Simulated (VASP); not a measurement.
# Ta3B2N (P4/mmm) in VASP: a series of runs

The runs below take Ta3B2N through relaxation of cell and atoms, single point, with PBE.

All numbers are computed with VASP 6.6.1; they aren't measurements. Logs are shortened: lines on timing, memory, paths and dates and some standing lists are left out, and cuts for length are marked.

## 1. The cell of the first run

Symmetry: P4/mmm, No. 123, tetragonal system. The conventional cell has a = 3.043 Å, b = 3.043 Å, c = 8.651 Å, α = 90.00°, β = 90.00°, γ = 90.00°. Ta (site symmetry 4mm) has 1 N at 1.96 Å and 1 B at 2.37 Å within 2.6 Å. Within 2.8 Å of Ta (site symmetry 4/mmm) lie 4 B at 2.15 Å. Within 2.8 Å of B (site symmetry 4/mmm) lie 6 Ta at 2.15 to 2.37 Å. Within 3.1 Å of B (site symmetry 4/mmm) lie 4 N at 2.15 Å and 8 Ta at 2.91 Å and 4 B at 3.04 Å. Within 2.6 Å of N (site symmetry 4/mmm) lie 2 Ta at 1.96 Å and 4 B at 2.15 Å.

The cell was generated, and may not be a known phase.

## 2. Relaxation of cell and atoms, PBE

The input, INCAR:

```
SYSTEM = Ta3B2N
  PREC = Accurate
  ENCUT = 600
  EDIFF = 1E-6
  ISMEAR = 0
  SIGMA = 0.1
  LREAL = .False.
  LASPH = .True.
  NELM = 100
  ALGO = Normal
  ISIF = 3
  LWAVE = .False.
  LCHARG = .False.
  GGA = PE
  IBRION = 2
  NSW = 90
  EDIFFG = -0.04
```

The input, KPOINTS:

```
Automatic mesh
0
Gamma
  6 6 2
  0 0 0
```

The input, POSCAR:

```
Ta3B2N
1.0
    3.0425179269      0.0000000000      0.0000000000
    0.0000000000      3.0425179269      0.0000000000
    0.0000000000      0.0000000000      8.6507364843
Ta B N
3 2 1
Direct
    0.0000000000      0.0000000000      0.2259951693
    0.0000000000      0.0000000000      0.7740048307
    0.5000000000      0.5000000000      0.5000000000
    0.0000000000      0.0000000000      0.5000000000
    0.5000000000      0.5000000000      0.0000000000
    0.0000000000      0.0000000000      0.0000000000
```

Potentials or basis: VASP PAW PBE potentials, release 64 (Ta_pv, B, N).

Started as:

```
$ cat potpaw_PBE.64/Ta_pv/POTCAR potpaw_PBE.64/B/POTCAR potpaw_PBE.64/N/POTCAR > POTCAR
$ mpirun -np 1 vasp_std > vasp.out
```

OUTCAR:

```text
SYSTEM = Ta3B2N
   PREC = Accurate
   ENCUT = 600
   EDIFF = 1E-6
   ISMEAR = 0
   LREAL = .False.
   LASPH = .True.
   NELM = 100
   ISIF = 3
   GGA = PE
   IBRION = 2
   NSW = 90
   EDIFFG = -0.04

 ion  position               nearest neighbor table
   1  0.000  0.000  0.226-   6 1.96   4 2.37   3 3.20   3 3.20   3 3.20   3 3.20
   2  0.000  0.000  0.774-   6 1.96   4 2.37   3 3.20   3 3.20   3 3.20   3 3.20
   3  0.500  0.500  0.500-   4 2.15   4 2.15   4 2.15   4 2.15   2 3.20   2 3.20   1 3.20   2 3.20
                             1 3.20   1 3.20   2 3.20   1 3.20
   4  0.000  0.000  0.500-   3 2.15   3 2.15   3 2.15   3 2.15   1 2.37   2 2.37
   5  0.500  0.500  0.000-
   6  0.000  0.000  0.000-   1 1.96   2 1.96

  LATTYP: Found a simple tetragonal cell.
 ALAT       =     3.0425179269
 C/A-ratio  =     2.8432820092

  Lattice vectors:

 A1 = (   3.0425179269,   0.0000000000,   0.0000000000)
 A2 = (   0.0000000000,   3.0425179269,   0.0000000000)
 A3 = (   0.0000000000,   0.0000000000,   8.6507364843)

Analysis of symmetry for initial positions (statically):
=====================================================================
 Subroutine PRICEL returns:
 Original cell was already a primitive cell.

 Routine SETGRP: Setting up the symmetry group for a
 simple tetragonal supercell.

 Subroutine GETGRP returns: Found 16 space group operations
 (whereof 16 operations were pure point group operations)
 out of a pool of 16 trial point group operations.

The static configuration has the point symmetry D_4h.

Analysis of symmetry for dynamics (positions and initial velocities):
=====================================================================
 Subroutine PRICEL returns:
 Original cell was already a primitive cell.

 Routine SETGRP: Setting up the symmetry group for a
 simple tetragonal supercell.

 Subroutine GETGRP returns: Found 16 space group operations
 (whereof 16 operations were pure point group operations)
 out of a pool of 16 trial point group operations.

The dynamic configuration has the point symmetry D_4h.

 Subroutine INISYM returns: Found 16 space group operations
 (whereof 16 operations are pure point group operations),
 and found     1 'primitive' translations

----------------------------------------------------------------------------------------

                                     Primitive cell

  volume of cell :      80.0791

  direct lattice vectors                    reciprocal lattice vectors
     3.042517927  0.000000000  0.000000000     0.328675138  0.000000000  0.000000000
     0.000000000  3.042517927  0.000000000     0.000000000  0.328675138  0.000000000
     0.000000000  0.000000000  8.650736484     0.000000000  0.000000000  0.115597094

  length of vectors
     3.042517927  3.042517927  8.650736484     0.328675138  0.328675138  0.115597094

  position of ions in fractional coordinates (direct lattice)
     0.000000000  0.000000000  0.225995169
     0.000000000  0.000000000  0.774004831
     0.500000000  0.500000000  0.500000000
     0.000000000  0.000000000  0.500000000
     0.500000000  0.500000000  0.000000000
     0.000000000  0.000000000  0.000000000

  ion indices of the primitive-cell ions
   primitive index   ion index
                 1           1
                 2           2
                 3           3
                 4           4
                 5           5
                 6           6

----------------------------------------------------------------------------------------

 KPOINTS: Automatic mesh

Automatic generation of k-mesh.
 Grid dimensions read from file:
 generate k-points for:    6    6    2

 Generating k-lattice:

  Cartesian coordinates                     Fractional coordinates (reciprocal lattice)
     0.054779190  0.000000000  0.000000000     0.166666667  0.000000000  0.000000000
     0.000000000  0.054779190  0.000000000     0.000000000  0.166666667  0.000000000
     0.000000000  0.000000000  0.057798547     0.000000000  0.000000000  0.500000000

  Length of vectors
     0.054779190  0.054779190  0.057798547

  Shift w.r.t. Gamma in fractional coordinates (k-lattice)
     0.000000000  0.000000000  0.000000000

 Subroutine IBZKPT returns following result:
 ===========================================

 Found     20 irreducible k-points:

 Following reciprocal coordinates:
            Coordinates               Weight
  0.000000  0.000000  0.000000      1.000000
  0.166667  0.000000  0.000000      4.000000
  0.333333  0.000000  0.000000      4.000000
  0.500000  0.000000  0.000000      2.000000
  0.166667  0.166667  0.000000      4.000000
  0.333333  0.166667  0.000000      8.000000
[... 12 lines left out ...]
  0.500000  0.333333  0.500000      4.000000
  0.500000  0.500000  0.500000      1.000000
   k-points           NKPTS =     20   k-points in BZ     NKDIM =     20   number of bands    NBANDS=     26
   number of dos      NEDOS =    301   number of ions     NIONS =      6
   total plane-waves  NPLWV =  40320
   dimension x,y,z NGX =    24 NGY =   24 NGZ =   70
   dimension x,y,z NGXF=    48 NGYF=   48 NGZF=  140
   ions per type =               3   2   1
   NGX,Y,Z   is equivalent  to a cutoff of  13.11, 13.11, 13.45 a.u.
   NGXF,Y,Z  is equivalent  to a cutoff of  26.23, 26.23, 26.90 a.u.
 SYSTEM =  Ta3B2N
   PREC   = accura    normal or accurate (medium, high low for compatibility)
   ISTART =      0    job   : 0-new  1-cont  2-samecut
   ICHARG =      2    charge: 1-file 2-atom 10-const
   ISPIN  =      1    spin polarized calculation?
   LNONCOLLINEAR =      F non collinear calculations
   LSORBIT =      F    spin-orbit coupling
   LASPH  =      T    aspherical Exc in radial PAW
   ENCUT  =  600.0 eV  44.10 Ry    6.64 a.u.   6.08  6.08 17.28*2*pi/ulx,y,z
   NELM   =    100;   NELMIN=  2; NELMDL= -5     # of ELM steps
   EDIFF  = 0.1E-05   stopping-criterion for ELM
   LREAL  =      F    real-space projection
   EDIFFG = -.4E-01   stopping-criterion for IOM
   NSW    =     90    number of steps for IOM
   IBRION =      2    ionic relax: 0-MD 1-quasi-New 2-CG
   NFREE  =      1    steps in history (QN), initial steepest desc. (CG)
   ISIF   =      3    stress and relaxation
   ISYM   =      2    0-nonsym 1-usesym 2-fastsym
   POTIM  = 0.5000    time-step for ionic-motion
   TEBEG  =    0.0;   TEEND  =   0.0 temperature during run
   PSTRESS=    0.0 pullay stress
   NELECT =      44.0000    total number of electrons
   NUPDOWN=      -1.0000    fix difference up-down
   EMIN   =  10.00;   EMAX   =-10.00  energy-range for DOS
   EFERMI =   0.00;   METHOD = LEGACY
   ISMEAR =     0;   SIGMA  =   0.10  broadening in eV -4-tet -1-fermi 0-gaus
   EFERMI_NEDOS =   21; number of points for ismear=-14 and -15
   IALGO  =     38    algorithm
   IMIX   =      4    mixing-type and parameters
     AMIX     =   0.40;   BMIX     =  1.00
     AMIX_MAG =   1.60;   BMIX_MAG =  1.00
  volume/ion in A,a.u.               =      13.35        90.07
  Fermi-wavevector in a.u.,A,eV,Ry     =   1.340868  2.533873 24.462271  1.797926
  Thomas-Fermi vector in A             =   2.469147
   LORBIT       =      0    0 simple, 1 ext, 2 COOP (PROOUT), +10 PAW based schemes
   GGA     = PE    functional components
   LHFCALC =     F    Hartree Fock is set to
   AEXX    =    0.0000 exact exchange contribution
   IVDW    =     0    specifies the selected vdW correction
   LEPSILON=     F    determine dielectric tensor
   LRPA    =     F    only Hartree local field effects (RPA)
 conjugate gradient relaxation of ions
 non-spin polarized calculation
 Gauss-broadening in eV      SIGMA  =   0.10
  energy-cutoff  :      600.00
  volume of cell :       80.08
 maximum number of plane-waves:      2704
   NGX = 13   NGY = 13   NGZ = 35

--------------------------------------- Ionic step        1  -------------------------------------------

 number of electron      44.0000000 magnetization

 Free energy of the ion-electron system (eV)
  ---------------------------------------------------
  ext. energy  EPLUGINS =         0.00000000
  ---------------------------------------------------
  free energy    TOTEN  =       -55.10290063 eV

  energy without entropy =      -55.09015993  energy(sigma->0) =      -55.09653028

------------------------ aborting loop because EDIFF is reached ----------------------------------------

  FORCE on cell =-STRESS in cart. coord.  units (eV):
  Direction    XX          YY          ZZ          XY          YZ          ZX
  --------------------------------------------------------------------------------------
  -------------------------------------------------------------------------------------
  Total       -1.3170182     -1.3170182      1.7179312      0.0000000      0.0000000     -0.0000000
  in kB      -26.3501443    -26.3501443     34.3713809      0.0000000      0.0000000     -0.0000000
  external PRESSURE =      -6.1096359 kB  Pullay stress =       0.0000000 kB
[... 145 lines left out ...]
  energy  without entropy=      -55.1053898953  energy(sigma->0) =      -55.11215823

--------------------------------------- Ionic step        5  -------------------------------------------

 number of electron      43.9999995 magnetization

 Free energy of the ion-electron system (eV)
  ---------------------------------------------------
  ext. energy  EPLUGINS =         0.00000000
  ---------------------------------------------------
  free energy    TOTEN  =       -55.11946612 eV

  energy without entropy =      -55.10573583  energy(sigma->0) =      -55.11260097

 E-fermi :   5.6533     XC(G=0): -12.1731

 val. band max:        5.6057008763   @ k =   0.5000   0.3333   0.5000
 cond. band min:       5.7006770781   @ k =   0.3333   0.3333   0.0000
 fundamental gap:      0.0949762019
 Fermi energy:         5.6532671590

 k-point     1 :       0.0000    0.0000    0.0000
  band No.  band energies     occupation
      1     -29.1491      2.00000
      2     -29.1282      2.00000
      3     -28.6290      2.00000
      4     -28.6290      2.00000
      5     -28.6236      2.00000
      6     -28.6236      2.00000
[... 602 lines left out ...]
  FREE ENERGIE OF THE ION-ELECTRON SYSTEM (eV)
  ---------------------------------------------------
  free  energy   TOTEN  =       -55.1194661205 eV

  energy  without entropy=      -55.1057358278  energy(sigma->0) =      -55.11260097

 reached required accuracy - stopping structural energy minimisation
```

Run time: 2.3 min. Hardware: 1 thread of AMD EPYC 9R14 (Zen 4), shared host; peak memory 0.2 GiB.

What came out:

```
Free energy                           : -55.1195 eV
Relaxed volume                        : 13.25 Å³/atom
Relaxed cell                          : a = 3.020 Å, b = 3.020 Å, c = 8.720 Å, α = 90.00°, β = 90.00°, γ = 90.00°
Space group after relaxing (to 0.1 Å) : P4/mmm (No. 123)
Energy gained by relaxing             : 2.8 meV/atom
Ionic steps                           : 5
Pressure after relaxing               : 0.1 GPa
Largest force after relaxing          : 0.037 eV/Å
Band gap on the k mesh                : zero (bands 22 and 23 overlap by 1.80 eV)
```

Forces on the atoms (eV/Å):
```
Ta   0.000  0.000 -0.037
Ta   0.000  0.000  0.037
Ta   0.000  0.000  0.000
B    0.000  0.000  0.000
B    0.000  0.000  0.000
N    0.000  0.000  0.000
```

The path:
| step | energy change (eV) | largest force (eV/Å) | pressure (GPa) | volume (Å³) |
| --- | --- | --- | --- | --- |
| 1 | 0.0000 | 0.0117 | -0.61 | 80.08 |
| 2 | -0.0106 | 0.1571 | -0.18 | 79.47 |
| 3 | -0.0161 | 0.1035 | -0.40 | 79.70 |
| 4 | -0.0160 | 0.0368 | 0.75 | 79.33 |
| 5 | -0.0166 | 0.0374 | 0.15 | 79.52 |

Final structure:
```yaml
crystal:
  lattice:
    - [3.01985, 0.00000, 0.00000]
    - [0.00000, 3.01985, 0.00000]
    - [0.00000, 0.00000, 8.71992]
  atoms:
    - { symbol: Ta, position: [0.00000, 0.00000, 0.22578] }
    - { symbol: Ta, position: [0.00000, 0.00000, 0.77422] }
    - { symbol: Ta, position: [0.50000, 0.50000, 0.50000] }
    - { symbol: B, position: [0.00000, 0.00000, 0.50000] }
    - { symbol: B, position: [0.50000, 0.50000, 0.00000] }
    - { symbol: N, position: [0.00000, 0.00000, 0.00000] }
```

Caveat: the k points lie up to 0.36 Å⁻¹ apart in the final cell, too coarse for converged energies and pressures of a metal; spin-orbit coupling is left out, which moves the levels of the heavy elements.

## 3. Single point, PBE

This run uses another cell than the first one, of 13.24 Å³/atom.

The input, INCAR:

```
SYSTEM = Ta3B2N
PREC = Accurate
ENCUT = 520
EDIFF = 1E-6
ISMEAR = 0
SIGMA = 0.1
LREAL = .FALSE.
LASPH = .TRUE.
NELM = 80
ALGO = Normal
ISIF = 2
LWAVE = .FALSE.
LCHARG = .TRUE.
GGA = PE
LELF = .TRUE.
LVHAR = .TRUE.
NBANDS = 31
```

The input, KPOINTS:

```
Automatic mesh
0
G
  12 12 6
  0 0 0
```

The input, POSCAR:

```
Ta3B2N
1.0
    3.0204543782      0.0000000000      0.0000000000
    0.0000000000      3.0204543782      0.0000000000
    0.0000000000      0.0000000000      8.7083541520
Ta B N
3 2 1
Direct
    0.0000000000      0.0000000000      0.2264325403
    0.0000000000      0.0000000000      0.7735674597
    0.5000000000      0.5000000000      0.5000000000
    0.0000000000      0.0000000000      0.5000000000
    0.5000000000      0.5000000000      0.0000000000
    0.0000000000      0.0000000000      0.0000000000
```

Potentials or basis: VASP PAW PBE potentials, release 64 (Ta_pv, B, N).

Started as:

```
$ cat potpaw_PBE.64/Ta_pv/POTCAR potpaw_PBE.64/B/POTCAR potpaw_PBE.64/N/POTCAR > POTCAR
$ mpirun -np 1 vasp_std > vasp.out
```

Run time: 3 min. Hardware: 1 thread of AMD EPYC 9R14 (Zen 4), shared host; peak memory 0.33 GiB.

It converged, with:

| Item | Value |
| --- | --- |
| Free energy | -55.0827 eV |
| Pressure | 0.3 GPa |
| Largest force | 0.042 eV/Å |
| Band gap on the k mesh | zero (bands 22 and 23 overlap by 1.83 eV) |

Forces in eV/Å, atoms in the order of the input:
```
Ta   0.000  0.000  0.042
Ta   0.000  0.000 -0.042
Ta   0.000  0.000  0.000
B    0.000  0.000  0.000
B    0.000  0.000  0.000
N    0.000  0.000  0.000
```

Stress tensor (GPa, compression positive):
```
0.19 0.00 0.00
0.00 0.19 0.00
0.00 0.00 0.58
```

Levels at points of the mesh, in eV from the Fermi level:
| k point | band 20 | band 21 | band 22 | band 23 | band 24 | band 25 |
| --- | --- | --- | --- | --- | --- | --- |
| (0.00, 0.00, 0.00) | -1.95 | -1.25 | 1.01 | 1.01 | 1.85 | 1.85 |
| (0.50, 0.00, 0.00) | -1.76 | -1.56 | -0.89 | 0.76 | 1.05 | 1.82 |
| (0.50, 0.50, 0.00) | -1.58 | -1.58 | 0.10 | 1.50 | 1.50 | 2.97 |
| (0.00, 0.00, 0.50) | -1.16 | -0.39 | -0.25 | 1.21 | 1.21 | 1.56 |
| (0.50, 0.00, 0.50) | -2.29 | -1.50 | -1.14 | 0.54 | 1.49 | 1.76 |
| (0.50, 0.50, 0.50) | -2.07 | -1.05 | -0.84 | 1.31 | 1.31 | 1.43 |

Caveat: spin-orbit coupling is left out, which moves the levels of the heavy elements.

[end of part 1 of 2]

The gap in the log of VASP goes by the Fermi energy; the results here count the filled bands.